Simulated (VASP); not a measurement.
# LiHf4Br2 (P2/m) in VASP: single point with PBE

Aim: the single point of LiHf4Br2 with PBE.

Program: VASP 6.6.1. These are calculated values, not measurements. Logs are shortened: lines on timing, memory, paths and dates and some standing lists are left out, and cuts for length are marked.

**1. The cell of the first run**

Symmetry: P2/m, No. 10, monoclinic system. Conventional cell: a = 7.841 Å, b = 3.276 Å, c = 8.032 Å, α = 90.00°, β = 118.69°, γ = 90.00°. Within 4.1 Å of Li (site symmetry 2/m) lie 6 Hf at 3.10 to 3.24 Å and 2 Li at 3.28 Å and 2 Br at 4.02 Å. Hf (site symmetry m) has 3 Br at 2.92 to 3.83 Å and 7 Hf at 2.95 to 3.32 Å and 1 Li at 3.10 Å within 3.9 Å. Within 3.8 Å of Hf (site symmetry m) lie 2 Br at 2.92 Å and 7 Hf at 2.95 to 3.64 Å and 2 Li at 3.24 Å. Within 4.3 Å of Br (site symmetry 2/m) lie 6 Hf at 2.92 to 3.83 Å and 6 Br at 3.28 to 4.25 Å and 2 Li at 4.02 Å. Within 3.9 Å of Br (site symmetry 2/m) lie 4 Hf at 2.92 Å and 2 Br at 3.28 Å.

The cell was generated, and may not be a known phase.

**2. Single point, PBE**

File INCAR:

```
PREC     = Accurate       # precision mode
ENCUT    = 520            # plane-wave cutoff, eV
EDIFF    = 1E-7           # SCF threshold, eV
ISMEAR   = 0              # smearing method
SIGMA    = 0.1            # smearing width, eV
LREAL    = False          # projectors in reciprocal space
LASPH    = True           # aspherical terms in the spheres
NELM     = 80             # most SCF steps
ALGO     = Normal         # electronic algorithm
ISIF     = 2              # what is computed and relaxed
LWAVE    = False          # write WAVECAR
LCHARG   = False          # write CHGCAR
GGA      = PE             # functional
NBANDS   = 38             # bands
```

File KPOINTS:

```
regular mesh
0
Gamma
  6 10 6
```

File POSCAR:

```
LiHf4Br2
1.0
    7.8412579848      0.0000000000     -0.0361148346
    0.0000000000      3.2761597824      0.0000000000
   -3.9528828163      0.0000000000      7.0639407692
Li Hf Br
1 4 2
Direct
    0.0000000000      0.0000000000      0.0000000000
    0.2710778486      0.0000000000      0.8224166588
    0.4082819362      0.5000000000      0.1676836317
    0.7289221514      0.0000000000      0.1775833412
    0.5917180638      0.5000000000      0.8323163683
    0.5000000000      0.0000000000      0.5000000000
    0.0000000000      0.5000000000      0.5000000000
```

Potentials or basis: VASP PAW PBE potentials, release 64 (Li_sv, Hf_pv, Br).

The run is started by

```
> cat potpaw_PBE.64/Li_sv/POTCAR potpaw_PBE.64/Hf_pv/POTCAR potpaw_PBE.64/Br/POTCAR > POTCAR
> mpirun -np 1 vasp_std > vasp.out
```

OUTCAR:

```text
PREC = Accurate
   ENCUT = 520
   EDIFF = 1E-7
   ISMEAR = 0
   LREAL = False
   LASPH = True
   NELM = 80
   ISIF = 2
   GGA = PE

 ion  position               nearest neighbor table
   1  0.000  0.000  0.000-   2 3.10   4 3.10
   2  0.271  0.000  0.822-   7 2.92   7 2.92   3 2.95   3 2.95   5 2.97   5 2.97   1 3.10   4 3.32

   3  0.408  0.500  0.168-   6 2.92   6 2.92   2 2.95   2 2.95   4 2.97   4 2.97   5 3.64
   4  0.729  0.000  0.178-   7 2.92   7 2.92   5 2.95   5 2.95   3 2.97   3 2.97   1 3.10   2 3.32

   5  0.592  0.500  0.832-   6 2.92   6 2.92   4 2.95   4 2.95   2 2.97   2 2.97   3 3.64
   6  0.500  0.000  0.500-   3 2.92   5 2.92   3 2.92   5 2.92
   7  0.000  0.500  0.500-   2 2.92   4 2.92   2 2.92   4 2.92

  LATTYP: Found a simple monoclinic cell.
 ALAT       =     7.8413411522
 B/A-ratio  =     0.4178060511
 C/A-ratio  =     1.0242889667
 COS(beta)  =    -0.4800874359

  Lattice vectors:

 A1 = (   7.8412579848,   0.0000000000,  -0.0361148346)
 A2 = (   0.0000000000,  -3.2761597824,   0.0000000000)
 A3 = (  -3.8883751685,   0.0000000000,  -7.0278259346)

Analysis of symmetry for initial positions (statically):
=====================================================================
 Subroutine PRICEL returns:
 Original cell was already a primitive cell.

 Routine SETGRP: Setting up the symmetry group for a
 simple monoclinic supercell.

 Subroutine GETGRP returns: Found  4 space group operations
 (whereof  4 operations were pure point group operations)
 out of a pool of  4 trial point group operations.

The static configuration has the point symmetry C_2h.

Analysis of symmetry for dynamics (positions and initial velocities):
=====================================================================
 Subroutine PRICEL returns:
 Original cell was already a primitive cell.

 Routine SETGRP: Setting up the symmetry group for a
 simple monoclinic supercell.

 Subroutine GETGRP returns: Found  4 space group operations
 (whereof  4 operations were pure point group operations)
 out of a pool of  4 trial point group operations.

The dynamic configuration has the point symmetry C_2h.

 Subroutine INISYM returns: Found  4 space group operations
 (whereof  4 operations are pure point group operations),
 and found     1 'primitive' translations

----------------------------------------------------------------------------------------

                                     Primitive cell

  volume of cell :     180.9994

  direct lattice vectors                    reciprocal lattice vectors
     7.841257985  0.000000000 -0.036114835     0.127860092  0.000000000  0.071548726
     0.000000000  3.276159782  0.000000000     0.000000000  0.305235418  0.000000000
    -3.952882816  0.000000000  7.063940769     0.000653693  0.000000000  0.141929838

  length of vectors
     7.841341152  3.276159782  8.094723081     0.146517656  0.305235418  0.141931344

  position of ions in fractional coordinates (direct lattice)
     0.000000000  0.000000000  0.000000000
     0.271077849  0.000000000  0.822416659
     0.408281936  0.500000000  0.167683632
     0.728922151  0.000000000  0.177583341
     0.591718064  0.500000000  0.832316368
     0.500000000  0.000000000  0.500000000
     0.000000000  0.500000000  0.500000000

  ion indices of the primitive-cell ions
   primitive index   ion index
                 1           1
                 2           2
                 3           3
                 4           4
                 5           5
                 6           6
                 7           7

----------------------------------------------------------------------------------------

 KPOINTS: regular mesh

Automatic generation of k-mesh.
 Grid dimensions read from file:
 generate k-points for:    6   10    6

 Generating k-lattice:

  Cartesian coordinates                     Fractional coordinates (reciprocal lattice)
     0.021310015  0.000000000  0.011924788     0.166666667  0.000000000  0.000000000
     0.000000000  0.030523542  0.000000000     0.000000000  0.100000000  0.000000000
     0.000108949  0.000000000  0.023654973     0.000000000  0.000000000  0.166666667

  Length of vectors
     0.024419609  0.030523542  0.023655224

  Shift w.r.t. Gamma in fractional coordinates (k-lattice)
     0.000000000  0.000000000  0.000000000

 Subroutine IBZKPT returns following result:
 ===========================================

 Found    120 irreducible k-points:

 Following reciprocal coordinates:
            Coordinates               Weight
  0.000000  0.000000  0.000000      1.000000
  0.166667  0.000000 -0.000000      2.000000
  0.333333  0.000000  0.000000      2.000000
  0.500000  0.000000 -0.000000      1.000000
  0.000000  0.100000  0.000000      2.000000
  0.166667  0.100000 -0.000000      4.000000
[... 16 lines left out ...]
  0.333333  0.500000  0.000000      2.000000
  0.500000  0.500000 -0.000000      1.000000
 [... further k-points ...]
   k-points           NKPTS =    120   k-points in BZ     NKDIM =    120   number of bands    NBANDS=     38
   number of dos      NEDOS =    301   number of ions     NIONS =      7
   total plane-waves  NPLWV =  86400
   dimension x,y,z NGX =    60 NGY =   24 NGZ =   60
   dimension x,y,z NGXF=   120 NGYF=   48 NGZF=  120
   ions per type =               1   4   2
   NGX,Y,Z   is equivalent  to a cutoff of  12.72, 12.18, 12.32 a.u.
   NGXF,Y,Z  is equivalent  to a cutoff of  25.44, 24.36, 24.65 a.u.
 SYSTEM =  unknown system
   PREC   = accura    normal or accurate (medium, high low for compatibility)
   ISTART =      0    job   : 0-new  1-cont  2-samecut
   ICHARG =      2    charge: 1-file 2-atom 10-const
   ISPIN  =      1    spin polarized calculation?
   LNONCOLLINEAR =      F non collinear calculations
   LSORBIT =      F    spin-orbit coupling
   LASPH  =      T    aspherical Exc in radial PAW
   ENCUT  =  520.0 eV  38.22 Ry    6.18 a.u.  14.58  6.09 15.05*2*pi/ulx,y,z
   NELM   =     80;   NELMIN=  2; NELMDL= -5     # of ELM steps
   EDIFF  = 0.1E-06   stopping-criterion for ELM
   LREAL  =      F    real-space projection
   EDIFFG = 0.1E-05   stopping-criterion for IOM
   NSW    =      0    number of steps for IOM
   IBRION =     -1    ionic relax: 0-MD 1-quasi-New 2-CG
   NFREE  =      0    steps in history (QN), initial steepest desc. (CG)
   ISIF   =      2    stress and relaxation
   ISYM   =      2    0-nonsym 1-usesym 2-fastsym
   POTIM  = 0.5000    time-step for ionic-motion
   TEBEG  =    0.0;   TEEND  =   0.0 temperature during run
   PSTRESS=    0.0 pullay stress
   NELECT =      57.0000    total number of electrons
   NUPDOWN=      -1.0000    fix difference up-down
   EMIN   =  10.00;   EMAX   =-10.00  energy-range for DOS
   EFERMI =   0.00;   METHOD = LEGACY
   ISMEAR =     0;   SIGMA  =   0.10  broadening in eV -4-tet -1-fermi 0-gaus
   EFERMI_NEDOS =   21; number of points for ismear=-14 and -15
   IALGO  =     38    algorithm
   IMIX   =      4    mixing-type and parameters
     AMIX     =   0.40;   BMIX     =  1.00
     AMIX_MAG =   1.60;   BMIX_MAG =  1.00
  volume/ion in A,a.u.               =      25.86       174.49
  Fermi-wavevector in a.u.,A,eV,Ry     =   1.113801  2.104778 16.878729  1.240552
  Thomas-Fermi vector in A             =   2.250389
   LORBIT       =      0    0 simple, 1 ext, 2 COOP (PROOUT), +10 PAW based schemes
   GGA     = PE    functional components
   LHFCALC =     F    Hartree Fock is set to
   AEXX    =    0.0000 exact exchange contribution
   IVDW    =     0    specifies the selected vdW correction
   LEPSILON=     F    determine dielectric tensor
   LRPA    =     F    only Hartree local field effects (RPA)
 non-spin polarized calculation
 Gauss-broadening in eV      SIGMA  =   0.10
  energy-cutoff  :      520.00
  volume of cell :      181.00
 maximum number of plane-waves:      4899
 NGX is ok and might be reduce to    60
   NGX = 29   NGY = 13   NGZ = 31

 number of electron      57.0000017 magnetization

 Free energy of the ion-electron system (eV)
  ---------------------------------------------------
  ext. energy  EPLUGINS =         0.00000000
  ---------------------------------------------------
  free energy    TOTEN  =       -45.60506722 eV

  energy without entropy =      -45.57886709  energy(sigma->0) =      -45.59196716

 E-fermi :   3.6404     XC(G=0):  -9.4088

 val. band max:        3.6401771790   @ k =  -0.1667   0.5000   0.3333
 cond. band min:       3.6432130767   @ k =   0.5000   0.1000   0.1667
 fundamental gap:      0.0030358977
 Fermi energy:         3.6403619257

 k-point     1 :       0.0000    0.0000    0.0000
  band No.  band energies     occupation
      1     -42.6246      2.00000
      2     -27.6033      2.00000
      3     -27.4537      2.00000
      4     -27.4170      2.00000
      5     -27.3177      2.00000
      6     -27.1304      2.00000
[... 30 lines left out ...]
     37       5.7136      0.00000
     38       5.8151      0.00000

 k-point     2 :       0.1667    0.0000   -0.0000
  band No.  band energies     occupation
      1     -42.6246      2.00000
      2     -27.6026      2.00000
      3     -27.4541      2.00000
      4     -27.4170      2.00000
      5     -27.3180      2.00000
      6     -27.1303      2.00000
[... 30 lines left out ...]
     37       5.7331      0.00000
     38       5.8591      0.00000

 k-point     3 :       0.3333    0.0000    0.0000
  band No.  band energies     occupation
      1     -42.6246      2.00000
      2     -27.6011      2.00000
      3     -27.4547      2.00000
      4     -27.4170      2.00000
      5     -27.3187      2.00000
      6     -27.1302      2.00000
[... 30 lines left out ...]
     37       5.7305      0.00000
[... 781 lines left out ...]
 k-point    23 :       0.3333    0.5000    0.0000
  band No.  band energies     occupation
      1     -42.6219      2.00000
      2     -27.5399      2.00000
      3     -27.5387      2.00000
      4     -27.4962      2.00000
      5     -27.4521      2.00000
      6     -27.2032      2.00000
[... 30 lines left out ...]
     37       6.0972      0.00000
     38       6.6631      0.00000

 k-point    24 :       0.5000    0.5000   -0.0000
  band No.  band energies     occupation
      1     -42.6219      2.00000
      2     -27.5397      2.00000
      3     -27.5384      2.00000
      4     -27.4962      2.00000
      5     -27.4524      2.00000
      6     -27.2032      2.00000
[... 30 lines left out ...]
     37       6.6065      0.00000
     38       6.6452      0.00000

 [... further k-points ...]

------------------------ aborting loop because EDIFF is reached ----------------------------------------

  FORCE on cell =-STRESS in cart. coord.  units (eV):
  Direction    XX          YY          ZZ          XY          YZ          ZX
  --------------------------------------------------------------------------------------
  -------------------------------------------------------------------------------------
  Total       -0.2577008     -0.3656504     -0.4235252      0.0000000      0.0000000     -0.0168052
  in kB       -2.2811256     -3.2366786     -3.7489765      0.0000000      0.0000000     -0.1487572
  external PRESSURE =      -3.0889269 kB  Pullay stress =       0.0000000 kB

 VOLUME and BASIS-vectors are now :
 -----------------------------------------------------------------------------
  energy-cutoff  :      520.00
  volume of cell :      181.00
      direct lattice vectors                 reciprocal lattice vectors
     7.841257985  0.000000000 -0.036114835     0.127860092  0.000000000  0.071548726
     0.000000000  3.276159782  0.000000000     0.000000000  0.305235418  0.000000000
    -3.952882816  0.000000000  7.063940769     0.000653693  0.000000000  0.141929838

 POSITION                                       TOTAL-FORCE (eV/Angst)
 -----------------------------------------------------------------------------------
      0.00000      0.00000      0.00000         0.000000      0.000000      0.000000
     -1.12533      0.00000      5.79971         0.039801      0.000000      0.044982
      2.53861      1.63808      1.16976         0.034758      0.000000     -0.011892
      5.01370      0.00000      1.22811        -0.039801      0.000000     -0.044982
      1.34976      1.63808      5.85806        -0.034758      0.000000      0.011892
      1.94419      0.00000      3.51391         0.000000      0.000000      0.000000
     -1.97644      1.63808      3.53197         0.000000      0.000000      0.000000
 -----------------------------------------------------------------------------------
    total drift:                               -0.000000     -0.000000      0.000000

  FREE ENERGIE OF THE ION-ELECTRON SYSTEM (eV)
  ---------------------------------------------------
  free  energy   TOTEN  =       -45.6050672177 eV

  energy  without entropy=      -45.5788670949  energy(sigma->0) =      -45.59196716
```

It took 9.3 min on 1 thread of AMD EPYC 9R45 (Zen 5), shared host; peak memory 0.74 GiB.

What came out:

* Free energy: -45.6051 eV
* Largest force: 0.060 eV/Å
* Band gap on the k mesh: zero (an odd number of electrons rules out a gap without spin polarisation)

Forces on the atoms (eV/Å):
```
Li   0.000  0.000  0.000
Hf   0.040  0.000  0.045
Hf   0.035  0.000 -0.012
Hf  -0.040  0.000 -0.045
Hf  -0.035  0.000  0.012
Br   0.000  0.000  0.000
Br   0.000  0.000  0.000
```

Caveat: the cutoff is under 1.25 times the usual one of these potentials, so pressure, stress and relaxed cells hold a basis-set (Pulay) error; spin-orbit coupling is left out, which moves the levels of the heavy elements.
